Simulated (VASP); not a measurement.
Y:

```
CELL_PARAMETERS angstrom
3.64257 0.00000 0.00000
-1.82128 3.15456 0.00000
0.00000 0.00000 5.87916
ATOMIC_POSITIONS crystal
Y 0.33333 0.66667 0.25000
Y 0.66667 0.33333 0.75000
```

Base run:

| Item | Value |
| --- | --- |
| Program | VASP 6.6.1 |
| Functional | PBE |
| Potentials or basis | VASP PAW PBE potentials, release 64 (Y_sv) |
| Cutoff | 520 eV |
| k mesh | 10 × 10 × 6 |
| Occupations | fermi-dirac, width 0.05 eV |
| Spin | no spin polarisation |

Its results: band gap on the k mesh zero (bands 11 and 12 overlap by 1.25 eV); pressure -1.2 GPa.

Q: The run is repeated on the same cell with these changes: functional from PBE to PBEsol; k mesh from 10 × 10 × 6 to 15 × 15 × 9. What comes out?

A: Band gap on the k mesh zero (bands 11 and 12 overlap by 1.11 eV); pressure -2.9 GPa.

Several settings changed at once.

Caveats: the PAW data sets were made with another functional, which shifts forces and pressure a little (at least some runs).
